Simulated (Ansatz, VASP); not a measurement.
**Two plane-wave programs on BN**

Contents of INCAR:

```
  ALGO = Normal
  EDIFF = 1E-6
  ENCUT = 520
  GGA = PE
  ISIF = 2
  ISMEAR = 0
  IVDW = 12
  LASPH = T
  LCHARG = F
  LREAL = F
  LWAVE = F
  NBANDS = 16
  NELM = 60
  PREC = Accurate
  SIGMA = 0.05
```

File KPOINTS:

```
k-points
0
Gamma
  12 12 4
```

The input POSCAR:

```
BN
1.0
    2.7069531544      0.0000000000      0.0000000000
   -1.3534765772      2.3442901985      0.0000000000
    0.0000000000      0.0000000000      7.1461945996
B N
2 2
Direct
    0.3333333333      0.6666666667      0.2500000000
    0.6666666667      0.3333333333      0.7500000000
    0.3333333333      0.6666666667      0.7500000000
    0.6666666667      0.3333333333      0.2500000000
```

Input for Ansatz:

```yaml
crystal:
  lattice:
    - [2.7069531544, 0.0, 0.0]
    - [-1.3534765772, 2.3442901985, 0.0]
    - [0.0, 0.0, 7.1461945996]
  atoms:
    - { symbol: B, position: [0.3333333333, 0.6666666667, 0.25] }
    - { symbol: B, position: [0.6666666667, 0.3333333333, 0.75] }
    - { symbol: "N", position: [0.3333333333, 0.6666666667, 0.75] }
    - { symbol: "N", position: [0.6666666667, 0.3333333333, 0.25] }
basis:
  ecutwfc: 420
kpoints:
  mp_grid: { grid: [12, 12, 4] }
hamiltonian:
  xc: pbe
  dispersion: d3bj
scf:
  occupations: { method: gaussian, width: 0.05 }
output:
  forces: true
  stress: true
  eigenvalues: true
  write_density: true
  write_potential: true
  elf: true
  volumetric_format: npy
```

Change from the starting cell: strain +0.080 along x and y, +0.080 along z, atoms carried along.

Alike in both runs: task single point; functional PBE; dispersion D3(BJ); k mesh 12 × 12 × 4; occupations gaussian, width 0.05 eV; no spin polarisation.

```csv
,VASP,Ansatz
version,VASP 6.6.1,Ansatz 0.2.0
potentials or method,"VASP PAW PBE potentials, release 64 (B, N), cutoff 520 eV","scalar-relativistic, plane waves, PAW"
valence electrons in the cell,16,16
```

Ansatz gave:

| Quantity | Value |
| --- | --- |
| gap on the k mesh at the Fermi level (eV) | 3.94 |
| least direct gap on the mesh (eV) | 4.06 |
| pressure (GPa) | -36.6 |
| traceless stress, the component that is largest in VASP (GPa) | 35.60 |

**Question.** Estimate VASP's values.

**Answer.** gap on the k mesh at the Fermi level (eV): 3.94; least direct gap on the mesh (eV): 4.05; pressure (GPa): -36.7; traceless stress, the component that is largest in VASP (GPa): 35.52.

Both programs put the cell under strong tension, so it lies far from rest at this level.

Noted on VASP's run: the cell as given lies far from equilibrium.
